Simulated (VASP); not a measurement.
# TiP2O2 (P-3m1) in VASP: notebook, part 2 of 2

VASP 6.6.1.

## (3) Single point, PBE+D3(BJ)

This run uses another cell than the first one, of 13.59 Å³/atom.

File INCAR:

```
PREC = Accurate
ENCUT = 520
EDIFF = 1E-7
ISMEAR = 0
SIGMA = 0.1
LREAL = False
LASPH = True
NELM = 80
ALGO = Normal
ISIF = 2
LWAVE = False
LCHARG = False
GGA = PE
IVDW = 12
NBANDS = 25
```

File KPOINTS:

```
regular mesh
0
Gamma
  12 12 6
```

File POSCAR:

```
TiP2O2
1.0
    3.1628758788      0.0000000000      0.0000000000
   -1.5814379394      2.7391308601      0.0000000000
    0.0000000000      0.0000000000      7.8442720546
Ti P O
1 2 2
Direct
    0.0000000000      0.0000000000      0.5000000000
    0.3333333333      0.6666666667      0.9229811955
    0.6666666667      0.3333333333      0.0770188045
    0.0000000000      0.0000000000      0.2668988817
    0.0000000000      0.0000000000      0.7331011183
```

Potentials or basis: VASP PAW PBE potentials, release 64 (Ti_sv, P, O).

Command:

```
> cat potpaw_PBE.64/Ti_sv/POTCAR potpaw_PBE.64/P/POTCAR potpaw_PBE.64/O/POTCAR > POTCAR
> mpirun -np 1 vasp_std > vasp.out
```

OUTCAR:

```text
PREC = Accurate
   ENCUT = 520
   EDIFF = 1E-7
   ISMEAR = 0
   LREAL = False
   LASPH = True
   NELM = 80
   ISIF = 2
   GGA = PE
   IVDW = 12
 IVDW          = 12

 ion  position               nearest neighbor table
   1  0.000  0.000  0.500-   4 1.83   5 1.83
   2  0.333  0.667  0.923-   3 2.19   3 2.19   3 2.19   5 2.36   5 2.36   5 2.36
   3  0.667  0.333  0.077-   2 2.19   2 2.19   2 2.19   4 2.36   4 2.36   4 2.36
   4  0.000  0.000  0.267-   1 1.83   3 2.36   3 2.36   3 2.36
   5  0.000  0.000  0.733-   1 1.83   2 2.36   2 2.36   2 2.36

  LATTYP: Found a hexagonal cell.
 ALAT       =     3.1628758788
 C/A-ratio  =     2.4801074576

  Lattice vectors:

 A1 = (   3.1628758788,   0.0000000000,   0.0000000000)
 A2 = (  -1.5814379394,   2.7391308601,   0.0000000000)
 A3 = (   0.0000000000,   0.0000000000,   7.8442720546)

Analysis of symmetry for initial positions (statically):
=====================================================================
 Subroutine PRICEL returns:
 Original cell was already a primitive cell.

 Routine SETGRP: Setting up the symmetry group for a
 hexagonal supercell.

[... 175 lines left out ...]
 cond. band min:       6.3594547639   @ k =   0.2500   0.2500   0.5000
 fundamental gap:      0.0679636676
 Fermi energy:         6.3094513801

 k-point     1 :       0.0000    0.0000    0.0000
  band No.  band energies     occupation
      1     -50.6609      2.00000
      2     -26.9768      2.00000
      3     -26.8479      2.00000
      4     -26.8479      2.00000
      5     -12.4261      2.00000
      6     -11.4896      2.00000
[... 661 lines left out ...]
     24      11.0928      0.00000
     25      12.3468      0.00000

 [... further k-points ...]

------------------------ aborting loop because EDIFF is reached ----------------------------------------

 Edisp (eV)   -1.52116

 E8    (eV) :    -0.5889

  FORCE on cell =-STRESS in cart. coord.  units (eV):
  Direction    XX          YY          ZZ          XY          YZ          ZX
  --------------------------------------------------------------------------------------
  -------------------------------------------------------------------------------------
  Total      -0.12597    -0.12597     0.19521    -0.00000     0.00000     0.00000
  in kB      -2.96982    -2.96982     4.60222    -0.00000     0.00000     0.00000
  external pressure =       -0.45 kB  Pullay stress =        0.00 kB

 VOLUME and BASIS-vectors are now :
 -----------------------------------------------------------------------------
  energy-cutoff  :      520.00
  volume of cell :       67.96
      direct lattice vectors                 reciprocal lattice vectors
     3.162875879  0.000000000  0.000000000     0.316167955  0.182539654  0.000000000
    -1.581437939  2.739130860  0.000000000     0.000000000  0.365079308  0.000000000
     0.000000000  0.000000000  7.844272055     0.000000000  0.000000000  0.127481555

 POSITION                                       TOTAL-FORCE (eV/Angst)
 -----------------------------------------------------------------------------------
      0.00000      0.00000      3.92214         0.000000      0.000000      0.000000
     -0.00000      1.82609      7.24012         0.000000      0.000000      0.081965
      1.58144      0.91304      0.60416        -0.000000      0.000000     -0.081965
      0.00000      0.00000      2.09363         0.000000      0.000000     -0.084876
      0.00000      0.00000      5.75064        -0.000000     -0.000000      0.084876
 -----------------------------------------------------------------------------------
    total drift:                               -0.000000      0.000000      0.000000

  FREE ENERGIE OF THE ION-ELECTRON SYSTEM (eV)
  ---------------------------------------------------
  free  energy   TOTEN  =       -32.8055854334 eV

  energy  without entropy=      -32.7983469128  energy(sigma->0) =      -32.80196617
```

OSZICAR:

```text
N       E                     dE             d eps       ncg     rms          rms(c)
DAV:   1     0.323657674904E+03    0.32366E+03   -0.16775E+04  5008   0.141E+03
DAV:   2     0.281658117614E+01   -0.32084E+03   -0.30237E+03  5471   0.385E+02
DAV:   3    -0.362065646109E+02   -0.39023E+02   -0.37498E+02  8215   0.121E+02
DAV:   4    -0.380921339592E+02   -0.18856E+01   -0.18729E+01  6287   0.245E+01
DAV:   5    -0.381628577432E+02   -0.70724E-01   -0.70689E-01  7334   0.405E+00    0.215E+01
DAV:   6    -0.429929639927E+02   -0.48301E+01   -0.10711E+02  6734   0.634E+01    0.345E+01
DAV:   7    -0.319105362967E+02    0.11082E+02   -0.59718E+01  7132   0.687E+01    0.916E+00
DAV:   8    -0.317073110989E+02    0.20323E+00   -0.85913E+00  5863   0.143E+01    0.614E+00
DAV:   9    -0.312928558374E+02    0.41446E+00   -0.18732E+00  6642   0.112E+01    0.150E+00
DAV:  10    -0.312876291808E+02    0.52267E-02   -0.15169E-01  6094   0.251E+00    0.936E-01
DAV:  11    -0.312862105534E+02    0.14186E-02   -0.11284E-02  6431   0.759E-01    0.546E-01
DAV:  12    -0.312846865924E+02    0.15240E-02   -0.75231E-03  6376   0.791E-01    0.127E-01
DAV:  13    -0.312844603464E+02    0.22625E-03   -0.64507E-04  7130   0.168E-01    0.507E-02
DAV:  14    -0.312844339365E+02    0.26410E-04   -0.89490E-05  6617   0.541E-02    0.202E-02
DAV:  15    -0.312844282061E+02    0.57304E-05   -0.30034E-05  7636   0.327E-02    0.403E-03
DAV:  16    -0.312844287125E+02   -0.50641E-06   -0.12357E-06  5559   0.876E-03    0.222E-03
DAV:  17    -0.312844288524E+02   -0.13991E-06   -0.12232E-07  3894   0.305E-03    0.116E-03
DAV:  18    -0.312844288397E+02    0.12677E-07   -0.13159E-07  3918   0.355E-03
   1 F= -.32805585E+02 E0= -.32801966E+02  d E =-.723852E-02
```

stdout:

```text
POSCAR found type information on POSCAR TiP O
 POSCAR found :  3 types and       5 ions
 scaLAPACK will be used
 LDA part: xc-table for (Slater+PW92), standard interpolation
 POSCAR, INCAR and KPOINTS ok, starting setup
 FFT: planning ... GRIDC
 FFT: planning ... GRID_SOFT
 FFT: planning ... GRID
 WAVECAR not read
 entering main loop
```

Wall time 2.3 min (1 thread of Intel Xeon Platinum 8259CL at 2.50GHz (Skylake/Cascade Lake), shared host); peak memory 0.29 GiB.

Results:

```yaml
Free_energy: -32.8056 eV
Pressure: 0.0 GPa
Largest_force: 0.085 eV/Å
Band_gap_on_the_k_mesh: zero (bands 17 and 18 overlap by 0.31 eV)
Dispersion_energy_per_atom: -0.304 eV
```

Forces on the atoms (eV/Å):
```
Ti   0.000  0.000  0.000
P    0.000  0.000  0.082
P    0.000  0.000 -0.082
O    0.000  0.000 -0.085
O    0.000  0.000  0.085
```

Stress tensor (GPa, compression positive):
```
-0.30  0.00  0.00
 0.00 -0.30  0.00
 0.00  0.00  0.46
```

Levels at points of the mesh, in eV from the Fermi level:
| k point | band 14 | band 15 | band 16 | band 17 | band 18 | band 19 | band 20 | band 21 |
| --- | --- | --- | --- | --- | --- | --- | --- | --- |
| (0.00, 0.00, 0.00) | -2.24 | -0.94 | -0.83 | -0.83 | 0.93 | 0.93 | 1.12 | 3.15 |
| (0.50, 0.00, 0.00) | -3.27 | -1.58 | -1.44 | -0.91 | 0.34 | 2.11 | 2.64 | 2.68 |
| (0.00, 0.00, 0.50) | -2.19 | -2.00 | -0.78 | -0.78 | 0.93 | 0.93 | 0.95 | 2.70 |
| (0.50, 0.00, 0.50) | -2.63 | -1.95 | -0.99 | -0.77 | -0.25 | 2.17 | 2.63 | 2.64 |

## (4) Relaxation of cell and atoms, PBE+D3(BJ)

File INCAR:

```
SYSTEM = TiP2O2
PREC = Accurate
ENCUT = 600
EDIFF = 1E-6
ISMEAR = 0
SIGMA = 0.1
LREAL = .FALSE.
LASPH = .TRUE.
NELM = 80
ALGO = Normal
ISIF = 3
LWAVE = .FALSE.
LCHARG = .FALSE.
GGA = PE
IVDW = 12
IBRION = 2
NSW = 100
EDIFFG = -0.01
```

File KPOINTS:

```
regular mesh
0
G
  12 12 6
  0 0 0
```

File POSCAR:

```
TiP2O2
1.0
    3.1579147341      0.0000000000      0.0000000000
   -1.5789573670      2.7348343827      0.0000000000
    0.0000000000      0.0000000000      7.8188250572
Ti P O
1 2 2
Direct
    0.0000000000      0.0000000000      0.5000000000
    0.3333333333      0.6666666667      0.9227380816
    0.6666666667      0.3333333333      0.0772619184
    0.0000000000      0.0000000000      0.2650849296
    0.0000000000      0.0000000000      0.7349150704
```

Command:

```
> cat potpaw_PBE.64/Ti_sv/POTCAR potpaw_PBE.64/P/POTCAR potpaw_PBE.64/O/POTCAR > POTCAR
> mpirun -np 1 vasp_std > vasp.out
```

Run time: 11 min. Hardware: 1 thread of Intel Xeon Platinum 8259CL at 2.50GHz (Skylake/Cascade Lake), shared host; peak memory 0.36 GiB.

The run converged. Its results:

- Free energy: -32.8097 eV
- Relaxed volume: 13.54 Å³/atom
- Relaxed cell: a = 3.159 Å, b = 3.159 Å, c = 7.838 Å, α = 90.00°, β = 90.00°, γ = 120.00°
- Space group after relaxing (to 0.1 Å): P-3m1 (No. 164)
- Energy gained by relaxing: 0.2 meV/atom
- Ionic steps: 7
- Pressure after relaxing: 0.0 GPa
- Band gap on the k mesh: zero (bands 17 and 18 overlap by 0.32 eV)
- Dispersion energy per atom: -0.305 eV

Forces on the atoms (eV/Å):
```
Ti   0.000  0.000  0.000
P    0.000  0.000 -0.001
P    0.000  0.000  0.001
O    0.000  0.000  0.002
O    0.000  0.000 -0.002
```

Stress tensor (GPa, compression positive):
```
-0.07  0.00  0.00
 0.00 -0.07  0.00
 0.00  0.00  0.01
```

Step by step:
```csv
step,energy change (eV),largest force (eV/Å),pressure (GPa),volume (Å³)
1,0.0000,0.1158,-0.06,67.53
2,-0.0005,0.1017,0.41,67.48
3,-0.0007,0.0354,0.27,67.49
4,-0.0010,0.0479,-0.08,67.68
5,-0.0010,0.0479,-0.08,67.69
6,-0.0011,0.0191,0.00,67.74
7,-0.0011,0.0023,-0.04,67.72
```

Final structure:
```
CELL_PARAMETERS angstrom
3.15857 0.00000 0.00000
-1.57929 2.73541 0.00000
0.00000 0.00000 7.83821
ATOMIC_POSITIONS crystal
Ti 0.00000 0.00000 0.50000
P 0.33333 0.66667 0.92318
P 0.66667 0.33333 0.07682
O 0.00000 0.00000 0.26615
O 0.00000 0.00000 0.73385
```

Levels at points of the mesh, in eV from the Fermi level:
```csv
k point,band 14,band 15,band 16,band 17,band 18,band 19,band 20,band 21
"(0.00, 0.00, 0.00)",-2.26,-0.95,-0.85,-0.85,0.92,0.92,1.13,3.13
"(0.50, 0.00, 0.00)",-3.29,-1.56,-1.45,-0.93,0.34,2.09,2.64,2.65
"(0.00, 0.00, 0.50)",-2.21,-1.99,-0.80,-0.80,0.92,0.92,0.95,2.69
"(0.50, 0.00, 0.50)",-2.66,-1.95,-1.01,-0.76,-0.24,2.14,2.61,2.64
```

## (5) Overview

| task | spin | cell | k mesh | cutoff (eV) | gap on the mesh (eV) | pressure (GPa) | largest force (eV/Å) |
| --- | --- | --- | --- | --- | --- | --- | --- |
| single point | collinear | a = 3.158, b = 3.158, c = 7.819 Å, angles 90.0, 90.0, 120.0°, 5 atoms, atomic positions A | 6 × 6 × 2 | 520 | none | -0.1 | 0.08 |
| single point | off | a = 3.163, b = 3.163, c = 7.844 Å, angles 90.0, 90.0, 120.0°, 5 atoms, atomic positions B | 12 × 12 × 6 | 520 | none | 0.0 | 0.08 |
| relaxation of cell and atoms | off | relaxed from a = 3.158, b = 3.158, c = 7.819 Å, angles 90.0, 90.0, 120.0°, 5 atoms, atomic positions A | 12 × 12 × 6 | 600 | none | 0.0 | - |

Alike in all rows: level PBE+D3(BJ); potentials or basis VASP PAW PBE potentials, release 64 (Ti_sv, P, O); smearing gaussian 0.1 eV.

Caveats: some runs use coarse meshes.

Absolute energies hang on the potentials; compare differences alone.

The gap in the log of VASP goes by the Fermi energy; the results here count the filled bands.